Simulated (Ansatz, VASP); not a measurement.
TiAl: VASP beside Ansatz

```
Ti Al
1.0
     2.76488    0.00000    0.00000
     0.00000    2.76488    0.00000
     0.00000    0.00000    4.00296
Ti Al
1 1
Direct
  0.50000 0.50000 0.50000
  0.00000 0.00000 0.00000
```

Alike in both runs: functional LDA; k mesh 14 × 14 × 10; occupations gaussian, width 0.1 eV; no spin polarisation.

Ansatz relaxed the structure, and its values are those at the end. VASP's run is a single point on that final structure, the one shown.

|  | VASP | Ansatz |
| --- | --- | --- |
| version | VASP 6.6.1 | Ansatz 0.2.0 |
| potentials or method | VASP PAW LDA potentials, release 64 (Ti_sv, Al), cutoff 520 eV | scalar-relativistic, plane waves, PAW |
| valence electrons in the cell | 15 | 15 |

|  | VASP | Ansatz | Ansatz less VASP |
| --- | --- | --- | --- |
| gap on the k mesh at the Fermi level (eV) | none | none | - |
| pressure (GPa) | 0.2 | 0.0 | -0.19 |

Ansatz warns that its potentials were made for another functional, while VASP's fit it. LDA's correlation is that of Perdew and Zunger in VASP and of Perdew and Wang (1992) in Ansatz. A gap of «none» marks a metal or a gap that the smearing closes.
